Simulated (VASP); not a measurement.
Runs of VASP 6.6.1 on Pt. The structure is that of space group Fd-3m (No. 227), or close to it. The cells are those of the table. 

```csv
task,cell,k mesh,cutoff (eV),gap on the mesh (eV),pressure (GPa),relaxed volume (Å³/atom)
single point,"a = 4.082 Å, angles 60.0°, 2 atoms",12 × 12 × 12,520,none,-0.4,-
single point,"a = 4.103 Å, angles 60.0°, 2 atoms",12 × 12 × 12,520,none,(a),-
relaxation of cell and atoms,"relaxed from a = 4.081 Å, angles 60.0°, 2 atoms",12 × 12 × 12,600,none,0.0,(b)
relaxation of cell and atoms,"relaxed from a = 3.811 Å, angles 60.0°, 2 atoms",13 × 13 × 13,600,none,0.0,23.94
single point,"a = 4.062 Å, angles 60.0°, 2 atoms",12 × 12 × 12,520,none,1.4,-
```

Alike in all rows: level PBE; potentials or basis VASP PAW PBE potentials, release 64 (Pt); no spin polarisation; smearing methfessel-paxton 0.05 eV.

Task: Fill in the values left out.

Result: (a) -2.0; (b) 23.98.

Caveats: spin-orbit coupling is left out, which moves the levels of the heavy elements; the volume moved by over 15 % at a fixed basis, so the end points are rough (some runs).

A k mesh can miss the band edges, and the runs leave out spin-orbit coupling on Pt.

A gap of «none» marks levels without a gap at the run's occupations.
